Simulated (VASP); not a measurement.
A run of VASP 6.6.1 is set up as follows.

File INCAR:

```
ALGO = Fast
EDIFF = 1E-6
ENCUT = 520
GGA = PS
ISIF = 2
ISMEAR = 0
LASPH = T
LCHARG = F
LREAL = F
LWAVE = F
NBANDS = 54
NELM = 100
PREC = Accurate
SIGMA = 0.15
```

Contents of KPOINTS:

```
k-points
0
Gamma
  12 12 6
```

POSCAR

```
Ta
1.0
    4.9456017912      0.0000000000      0.0000000000
   -2.4728008956      4.3260621830      0.0000000000
    0.0000000000      0.0000000000      8.3683696052
Ta
8
Direct
    0.0000000000      0.3231711699      0.0000000000
    0.3231711699      0.0000000000      0.0000000000
    0.6768288301      0.6768288301      0.0000000000
    0.0000000000      0.6768288301      0.5000000000
    0.6768288301      0.0000000000      0.5000000000
    0.3231711699      0.3231711699      0.5000000000
    0.6666666667      0.3333333333      0.7500000000
    0.3333333333      0.6666666667      0.2500000000
```

Potentials or basis: VASP PAW PBE potentials, release 64 (Ta_pv).

Command:

```sh
$ cat potpaw_PBE.64/Ta_pv/POTCAR > POTCAR
$ mpirun -np 1 vasp_std > vasp.out
```

(1) Estimate the largest force.

(2) Estimate the pressure.

(3) Predict the band gap on the k mesh.

Answers

(1) 0.027 eV/Å.

(2) 0.2 GPa.

(3) zero (bands 44 and 45 overlap by 0.52 eV).

Caveat: the cell differs from its parent crystal (strain -0.0050 x Voigt [1, -1, 0, 0, 0, 0]); the PAW data sets were made with another functional, which shifts forces and pressure a little; spin-orbit coupling is left out, which moves the levels of the heavy elements.
